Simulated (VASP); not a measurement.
# BN (P6_3/mmc) in VASP: further runs

Runs on BN. Level: LDA. Tasks: single point, relaxation of cell and atoms.

Program: VASP 6.6.1. These are calculated values, not measurements. Logs are shortened: lines on timing, memory, paths and dates and some standing lists are left out, and cuts for length are marked.

## (1) The cell of the first run

Symmetry: P6_3/mmc, No. 194, hexagonal system. The conventional cell has a = 2.489 Å, b = 2.489 Å, c = 6.494 Å, α = 90.00°, β = 90.00°, γ = 120.00°. Within 1.9 Å of B (site symmetry -6m2) lie 3 N at 1.44 Å. N (site symmetry -6m2) has 3 B at 1.44 Å within 1.9 Å.

## (2) Single point, LDA

File INCAR:

```
SYSTEM = BN
PREC = Accurate
ENCUT = 520
EDIFF = 1E-6
ISMEAR = -1
SIGMA = 0.1
LREAL = .False.
LASPH = .True.
NELM = 100
ALGO = Normal
ISIF = 2
LWAVE = .False.
LCHARG = .False.
NBANDS = 16
```

File KPOINTS:

```
regular mesh
0
Gamma
  20 20 6
  0 0 0
```

File POSCAR:

```
BN
1.0
    2.4889441067      0.0000000000      0.0000000000
   -1.2444720533      2.1554888250      0.0000000000
    0.0000000000      0.0000000000      6.4944619598
B N
2 2
Direct
    0.3333333333      0.6666666667      0.2500000000
    0.6666666667      0.3333333333      0.7500000000
    0.3333333333      0.6666666667      0.7500000000
    0.6666666667      0.3333333333      0.2500000000
```

Potentials or basis: VASP PAW LDA potentials, release 64 (B, N).

Run with:

```
$ cat potpaw_LDA.64/B/POTCAR potpaw_LDA.64/N/POTCAR > POTCAR
$ mpirun -np 1 vasp_std > vasp.out
```

OUTCAR:

```text
SYSTEM = BN
   PREC = Accurate
   ENCUT = 520
   EDIFF = 1E-6
   ISMEAR = -1
   LREAL = .False.
   LASPH = .True.
   NELM = 100
   ISIF = 2

 ion  position               nearest neighbor table
   1  0.333  0.667  0.250-   4 1.44   4 1.44   4 1.44
   2  0.667  0.333  0.750-   3 1.44   3 1.44   3 1.44
   3  0.333  0.667  0.750-   2 1.44   2 1.44   2 1.44
   4  0.667  0.333  0.250-   1 1.44   1 1.44   1 1.44

  LATTYP: Found a hexagonal cell.
 ALAT       =     2.4889441067
 C/A-ratio  =     2.6093241477

  Lattice vectors:

 A1 = (   2.4889441067,   0.0000000000,   0.0000000000)
 A2 = (  -1.2444720533,   2.1554888250,   0.0000000000)
 A3 = (   0.0000000000,   0.0000000000,   6.4944619598)

Analysis of symmetry for initial positions (statically):
=====================================================================
 Subroutine PRICEL returns:
 Original cell was already a primitive cell.

 Routine SETGRP: Setting up the symmetry group for a
 hexagonal supercell.

 Subroutine GETGRP returns: Found 24 space group operations
 (whereof 12 operations were pure point group operations)
 out of a pool of 24 trial point group operations.

The static configuration has the point symmetry D_3d.
 The point group associated with its full space group is D_6h.

Analysis of symmetry for dynamics (positions and initial velocities):
=====================================================================
 Subroutine PRICEL returns:
 Original cell was already a primitive cell.

 Routine SETGRP: Setting up the symmetry group for a
 hexagonal supercell.

 Subroutine GETGRP returns: Found 24 space group operations
 (whereof 12 operations were pure point group operations)
 out of a pool of 24 trial point group operations.

The dynamic configuration has the point symmetry D_3d.
 The point group associated with its full space group is D_6h.

 Subroutine INISYM returns: Found 24 space group operations
 (whereof 12 operations are pure point group operations),
 and found     1 'primitive' translations

----------------------------------------------------------------------------------------

                                     Primitive cell

  volume of cell :      34.8421

  direct lattice vectors                    reciprocal lattice vectors
     2.488944107  0.000000000  0.000000000     0.401776801  0.231965944  0.000000000
    -1.244472053  2.155488825  0.000000000     0.000000000  0.463931888  0.000000000
     0.000000000  0.000000000  6.494461960     0.000000000  0.000000000  0.153977343

  length of vectors
     2.488944107  2.488944107  6.494461960     0.463931888  0.463931888  0.153977343

  position of ions in fractional coordinates (direct lattice)
     0.333333333  0.666666667  0.250000000
     0.666666667  0.333333333  0.750000000
     0.333333333  0.666666667  0.750000000
     0.666666667  0.333333333  0.250000000

  ion indices of the primitive-cell ions
   primitive index   ion index
                 1           1
                 2           2
                 3           3
                 4           4

----------------------------------------------------------------------------------------

 KPOINTS: regular mesh

Automatic generation of k-mesh.
 Grid dimensions read from file:
 generate k-points for:   20   20    6

 Generating k-lattice:

  Cartesian coordinates                     Fractional coordinates (reciprocal lattice)
     0.020088840  0.011598297  0.000000000     0.050000000  0.000000000  0.000000000
     0.000000000  0.023196594  0.000000000     0.000000000  0.050000000  0.000000000
     0.000000000  0.000000000  0.025662891     0.000000000  0.000000000  0.166666667

  Length of vectors
     0.023196594  0.023196594  0.025662891

  Shift w.r.t. Gamma in fractional coordinates (k-lattice)
     0.000000000  0.000000000  0.000000000

 Subroutine IBZKPT returns following result:
 ===========================================

 Found    176 irreducible k-points:

 Following reciprocal coordinates:
            Coordinates               Weight
  0.000000  0.000000  0.000000      1.000000
  0.050000 -0.000000  0.000000      6.000000
  0.100000  0.000000  0.000000      6.000000
  0.150000  0.000000  0.000000      6.000000
  0.200000  0.000000  0.000000      6.000000
  0.250000 -0.000000  0.000000      6.000000
[... 16 lines left out ...]
  0.200000  0.100000  0.000000     12.000000
  0.250000  0.100000  0.000000     12.000000
 [... further k-points ...]
   k-points           NKPTS =    176   k-points in BZ     NKDIM =    176   number of bands    NBANDS=     16
   number of dos      NEDOS =    301   number of ions     NIONS =      4
   total plane-waves  NPLWV =  19200
   dimension x,y,z NGX =    20 NGY =   20 NGZ =   48
   dimension x,y,z NGXF=    40 NGYF=   40 NGZF=   96
   ions per type =               2   2
   NGX,Y,Z   is equivalent  to a cutoff of  13.36, 13.36, 12.29 a.u.
   NGXF,Y,Z  is equivalent  to a cutoff of  26.72, 26.72, 24.57 a.u.
 SYSTEM =  BN
   PREC   = accura    normal or accurate (medium, high low for compatibility)
   ISTART =      0    job   : 0-new  1-cont  2-samecut
   ICHARG =      2    charge: 1-file 2-atom 10-const
   ISPIN  =      1    spin polarized calculation?
   LNONCOLLINEAR =      F non collinear calculations
   LSORBIT =      F    spin-orbit coupling
   LASPH  =      T    aspherical Exc in radial PAW
   ENCUT  =  520.0 eV  38.22 Ry    6.18 a.u.   4.63  4.63 12.08*2*pi/ulx,y,z
   NELM   =    100;   NELMIN=  2; NELMDL= -5     # of ELM steps
   EDIFF  = 0.1E-05   stopping-criterion for ELM
   LREAL  =      F    real-space projection
   EDIFFG = 0.1E-04   stopping-criterion for IOM
   NSW    =      0    number of steps for IOM
   IBRION =     -1    ionic relax: 0-MD 1-quasi-New 2-CG
   NFREE  =      0    steps in history (QN), initial steepest desc. (CG)
   ISIF   =      2    stress and relaxation
   ISYM   =      2    0-nonsym 1-usesym 2-fastsym
   POTIM  = 0.5000    time-step for ionic-motion
   TEBEG  =    0.0;   TEEND  =   0.0 temperature during run
   PSTRESS=    0.0 pullay stress
   NELECT =      16.0000    total number of electrons
   NUPDOWN=      -1.0000    fix difference up-down
   EMIN   =  10.00;   EMAX   =-10.00  energy-range for DOS
   EFERMI =   0.00;   METHOD = LEGACY
   ISMEAR =    -1;   SIGMA  =   0.10  broadening in eV -4-tet -1-fermi 0-gaus
   EFERMI_NEDOS =   21; number of points for ismear=-14 and -15
   IALGO  =     38    algorithm
   IMIX   =      4    mixing-type and parameters
     AMIX     =   0.40;   BMIX     =  1.00
     AMIX_MAG =   1.60;   BMIX_MAG =  1.00
  volume/ion in A,a.u.               =       8.71        58.78
  Fermi-wavevector in a.u.,A,eV,Ry     =   1.263029  2.386779 21.704602  1.595243
  Thomas-Fermi vector in A             =   2.396407
   LORBIT       =      0    0 simple, 1 ext, 2 COOP (PROOUT), +10 PAW based schemes
   GGA     = CA    functional components
   LHFCALC =     F    Hartree Fock is set to
   AEXX    =    0.0000 exact exchange contribution
   IVDW    =     0    specifies the selected vdW correction
   LEPSILON=     F    determine dielectric tensor
   LRPA    =     F    only Hartree local field effects (RPA)
 non-spin polarized calculation
  energy-cutoff  :      520.00
  volume of cell :       34.84
 maximum number of plane-waves:       961
 NGX is ok and might be reduce to    20
   NGX =  9   NGY =  9   NGZ = 25

 number of electron      16.0000002 magnetization

 Free energy of the ion-electron system (eV)
  ---------------------------------------------------
  ext. energy  EPLUGINS =         0.00000000
  ---------------------------------------------------
  free energy    TOTEN  =       -38.58049074 eV

  energy without entropy =      -38.58049074  energy(sigma->0) =      -38.58049074

 E-fermi :   4.5498     XC(G=0): -10.6977

 val. band max:        2.4708887508   @ k =   0.3000   0.3000   0.0000
 cond. band min:       6.4826362059   @ k =   0.5000  -0.0000   0.0000
 fundamental gap:      4.0117474552
 Fermi energy:         4.5498351301

 k-point     1 :       0.0000    0.0000    0.0000
  band No.  band energies     occupation
      1     -15.3108      2.00000
      2     -14.9412      2.00000
      3      -4.1117      2.00000
      4      -1.6668      2.00000
      5       1.0909      2.00000
      6       1.0909      2.00000
[... 8 lines left out ...]
     15      15.1639      0.00000
     16      15.4952      0.00000

 k-point     2 :       0.0500   -0.0000    0.0000
  band No.  band energies     occupation
      1     -15.2608      2.00000
      2     -14.8933      2.00000
      3      -4.0428      2.00000
      4      -1.6053      2.00000
      5       0.8861      2.00000
      6       0.9297      2.00000
[... 8 lines left out ...]
     15      15.3054      0.00000
     16      15.3259      0.00000

 k-point     3 :       0.1000    0.0000    0.0000
  band No.  band energies     occupation
      1     -15.1119      2.00000
      2     -14.7506      2.00000
      3      -3.8370      2.00000
      4      -1.4225      2.00000
      5       0.3102      2.00000
      6       0.3527      2.00000
[... 8 lines left out ...]
     15      14.9843      0.00000
     16      15.7689      0.00000

 k-point     4 :       0.1500    0.0000    0.0000
  band No.  band energies     occupation
      1     -14.8667      2.00000
      2     -14.5158      2.00000
      3      -3.4966      2.00000
      4      -1.1223      2.00000
      5      -0.5437      2.00000
      6      -0.4950      2.00000
[... 8 lines left out ...]
     15      15.9663      0.00000
     16      16.3997      0.00000

 k-point     5 :       0.2000    0.0000    0.0000
  band No.  band energies     occupation
      1     -14.5305      2.00000
      2     -14.1944      2.00000
      3      -3.0267      2.00000
      4      -1.5699      2.00000
      5      -1.5080      2.00000
      6      -0.7124      2.00000
[... 8 lines left out ...]
     15      17.1063      0.00000
     16      17.2169      0.00000

 k-point     6 :       0.2500   -0.0000    0.0000
  band No.  band energies     occupation
      1     -14.1120      2.00000
      2     -13.7961      2.00000
      3      -2.6751      2.00000
      4      -2.5964      2.00000
      5      -2.4357      2.00000
      6      -0.5725      2.00000
[... 8 lines left out ...]
     15      17.8413      0.00000
     16      18.5192      0.00000

 k-point     7 :       0.3000    0.0000    0.0000
  band No.  band energies     occupation
      1     -13.6267      2.00000
      2     -13.3375      2.00000
      3      -3.7809      2.00000
      4      -3.6861      2.00000
      5      -1.7384      2.00000
      6      -0.9788      2.00000
[... 8 lines left out ...]
     15      18.1470      0.00000
     16      20.0506      0.00000

 k-point     8 :       0.3500   -0.0000    0.0000
  band No.  band energies     occupation
      1     -13.1019      2.00000
      2     -12.8490      2.00000
      3      -4.8146      2.00000
      4      -4.7088      2.00000
      5      -1.3172      2.00000
      6      -1.2411      2.00000
[... 8 lines left out ...]
     15      18.0585      0.00000
     16      21.5654      0.00000

 k-point     9 :       0.4000    0.0000    0.0000
  band No.  band energies     occupation
      1     -12.5877      2.00000
      2     -12.3853      2.00000
      3      -5.6929      2.00000
      4      -5.5876      2.00000
      5      -1.5698      2.00000
      6      -1.4917      2.00000
[... 8 lines left out ...]
     15      17.5191      0.00000
     16      21.6426      0.00000
[... 172 lines left out ...]
 k-point    19 :       0.4000    0.0500    0.0000
  band No.  band energies     occupation
      1     -12.3329      2.00000
      2     -12.1639      2.00000
      3      -6.0170      2.00000
      4      -5.9186      2.00000
      5      -1.8043      2.00000
      6      -1.7236      2.00000
[... 8 lines left out ...]
     15      17.1762      0.00000
     16      21.4511      0.00000

 k-point    20 :       0.4500    0.0500    0.0000
  band No.  band energies     occupation
      1     -12.0209      2.00000
      2     -11.9214      2.00000
      3      -6.4435      2.00000
      4      -6.3648      2.00000
      5      -1.9096      2.00000
      6      -1.8280      2.00000
[... 8 lines left out ...]
     15      17.1153      0.00000
     16      21.3540      0.00000

 k-point    21 :       0.1000    0.1000    0.0000
  band No.  band energies     occupation
      1     -14.7213      2.00000
      2     -14.3768      2.00000
      3      -3.2941      2.00000
      4      -0.9448      2.00000
      5      -0.8837      2.00000
      6      -0.8557      2.00000
[... 8 lines left out ...]
     15      16.1237      0.00000
     16      17.3343      0.00000

 k-point    22 :       0.1500    0.1000    0.0000
  band No.  band energies     occupation
      1     -14.3884      2.00000
      2     -14.0588      2.00000
      3      -2.8273      2.00000
      4      -1.7653      2.00000
      5      -1.7280      2.00000
      6      -0.5399      2.00000
[... 8 lines left out ...]
     15      16.9386      0.00000
     16      17.9089      0.00000

 k-point    23 :       0.2000    0.1000    0.0000
  band No.  band energies     occupation
      1     -13.9745      2.00000
      2     -13.6651      2.00000
      3      -2.7618      2.00000
      4      -2.7027      2.00000
      5      -2.2406      2.00000
      6      -1.0368      2.00000
[... 8 lines left out ...]
     15      17.5236      0.00000
     16      17.9448      0.00000

 k-point    24 :       0.2500    0.1000    0.0000
  band No.  band energies     occupation
      1     -13.4952      2.00000
      2     -13.2128      2.00000
      3      -3.7914      2.00000
      4      -3.7107      2.00000
      5      -1.5488      2.00000
      6      -1.4807      2.00000
[... 8 lines left out ...]
     15      17.2945      0.00000
     16      19.0917      0.00000

 [... further k-points ...]
[... 5 lines left out ...]
  --------------------------------------------------------------------------------------
  -------------------------------------------------------------------------------------
  Total        0.1678820      0.1678820     -0.0436901      0.0000000      0.0000000      0.0000000
  in kB        7.7198828      7.7198828     -2.0090454      0.0000000      0.0000000      0.0000000
  external PRESSURE =       4.4769067 kB  Pullay stress =       0.0000000 kB

 VOLUME and BASIS-vectors are now :
 -----------------------------------------------------------------------------
  energy-cutoff  :      520.00
  volume of cell :       34.84
      direct lattice vectors                 reciprocal lattice vectors
     2.488944107  0.000000000  0.000000000     0.401776801  0.231965944  0.000000000
    -1.244472053  2.155488825  0.000000000     0.000000000  0.463931888  0.000000000
     0.000000000  0.000000000  6.494461960     0.000000000  0.000000000  0.153977343

 POSITION                                       TOTAL-FORCE (eV/Angst)
 -----------------------------------------------------------------------------------
     -0.00000      1.43699      1.62362         0.000000     -0.000000      0.000000
      1.24447      0.71850      4.87085        -0.000000      0.000000      0.000000
     -0.00000      1.43699      4.87085        -0.000000     -0.000000      0.000000
      1.24447      0.71850      1.62362         0.000000      0.000000      0.000000
 -----------------------------------------------------------------------------------
    total drift:                               -0.000000      0.000000      0.000000

  FREE ENERGIE OF THE ION-ELECTRON SYSTEM (eV)
  ---------------------------------------------------
  free  energy   TOTEN  =       -38.5804907405 eV

  energy  without entropy=      -38.5804907402  energy(sigma->0) =      -38.58049074
```

Run time: 53 s. Hardware: 1 thread of Intel Xeon Platinum 8488C (Sapphire Rapids), shared host; peak memory 0.19 GiB.

What came out:

| Quantity | Value |
| --- | --- |
| Free energy | -38.5805 eV |
| Pressure | 0.4 GPa |
| Band gap on the k mesh | 4.01 eV, indirect (least direct gap 4.47 eV) |

A k mesh can miss the band edges.

## (3) Relaxation of cell and atoms, LDA

This run uses another cell than the first one, of 8.97 Å³/atom, 1.029 times its volume.

File INCAR:

```
PREC     = Accurate       # precision mode
ENCUT    = 600            # plane-wave cutoff, eV
EDIFF    = 1E-6           # SCF threshold, eV
ISMEAR   = -1             # smearing method
SIGMA    = 0.1            # smearing width, eV
LREAL    = False          # projectors in reciprocal space
LASPH    = True           # aspherical terms in the spheres
NELM     = 60             # most SCF steps
ALGO     = Normal         # electronic algorithm
ISIF     = 3              # what is computed and relaxed
LWAVE    = False          # write WAVECAR
LCHARG   = False          # write CHGCAR
GGA      = CA             # functional
IBRION   = 2              # ionic algorithm
NSW      = 100            # ionic steps
EDIFFG   = -0.002         # ionic threshold
```

File KPOINTS:

```
Automatic mesh
0
Gamma
  20 20 6
```

File POSCAR:

```
BN
1.0
    2.4982400000      0.0000000000      0.0000000000
   -1.2491200000      2.1635393048      0.0000000000
    0.0000000000      0.0000000000      6.6357000000
B N
2 2
Direct
    0.3333333333      0.6666666667      0.2500000000
    0.6666666667      0.3333333333      0.7500000000
    0.3333333333      0.6666666667      0.7500000000
    0.6666666667      0.3333333333      0.2500000000
```

Potentials or basis: VASP PAW LDA potentials, release 64 (B, N).

Run with:

```
$ cat potpaw_LDA.64/B/POTCAR potpaw_LDA.64/N/POTCAR > POTCAR
$ mpirun -np 1 vasp_std > vasp.out
```

Run time: 5.4 min. Hardware: 1 thread of Intel Xeon Platinum 8488C (Sapphire Rapids), shared host; peak memory 0.2 GiB.

Results (log left out):

| Item | Value |
| --- | --- |
| Free energy | -38.5874 eV |
| Relaxed volume | 8.63 Å³/atom |
| Relaxed cell | a = 2.490 Å, b = 2.490 Å, c = 6.430 Å, α = 90.00°, β = 90.00°, γ = 120.00° |
| Space group after relaxing (to 0.05 Å) | P6_3/mmc (No. 194) |
| Energy gained by relaxing | 1.4 meV/atom |
| Ionic steps | 12 |
| Pressure after relaxing | 0.0 GPa |
| Band gap on the k mesh | 3.99 eV, indirect (least direct gap 4.43 eV) |

Step by step:
| step | energy change (eV) | largest force (eV/Å) | pressure (GPa) | volume (Å³) |
| --- | --- | --- | --- | --- |
| 1 | 0.0000 | 0.0000 | -2.65 | 35.87 |
| 2 | 0.0074 | 0.0000 | 4.68 | 35.10 |
| 3 | -0.0028 | 0.0000 | -0.23 | 35.60 |
| 4 | -0.0028 | 0.0000 | -0.18 | 35.60 |
| 5 | -0.0031 | 0.0000 | -0.14 | 35.53 |
| 6 | -0.0039 | 0.0000 | -0.10 | 35.33 |
| 7 | -0.0051 | 0.0000 | -0.02 | 34.94 |
| 8 | -0.0051 | 0.0000 | 0.22 | 34.15 |
| 9 | -0.0055 | 0.0000 | 0.08 | 34.56 |
| 10 | -0.0055 | 0.0000 | 0.10 | 34.53 |
| 11 | -0.0052 | 0.0000 | -0.88 | 34.61 |
| 12 | -0.0055 | 0.0000 | 0.00 | 34.53 |

Final structure:
```yaml
crystal:
  lattice:
    - [2.49018, 0.00000, 0.00000]
    - [-1.24509, 2.15656, 0.00000]
    - [0.00000, 0.00000, 6.43049]
  atoms:
    - { symbol: B, position: [0.33333, 0.66667, 0.25000] }
    - { symbol: B, position: [0.66667, 0.33333, 0.75000] }
    - { symbol: N, position: [0.33333, 0.66667, 0.75000] }
    - { symbol: N, position: [0.66667, 0.33333, 0.25000] }
```

Levels at points of the mesh, in eV from the valence-band top:
| k point | band 5 | band 6 | band 7 | band 8 | band 9 | band 10 | band 11 | band 12 |
| --- | --- | --- | --- | --- | --- | --- | --- | --- |
| (0.00, 0.00, 0.00) | -1.39 | -1.39 | -1.34 | -1.34 | 5.11 | 10.43 | 11.49 | 11.49 |
| (0.50, 0.00, 0.00) | -4.25 | -4.17 | -1.67 | -0.44 | 3.99 | 5.65 | 9.59 | 10.02 |
| (0.00, 0.00, 0.50) | -1.36 | -1.36 | -1.36 | -1.36 | 7.73 | 7.73 | 11.57 | 11.57 |
| (0.50, 0.00, 0.50) | -4.21 | -4.21 | -1.02 | -1.02 | 4.52 | 4.52 | 10.04 | 10.04 |
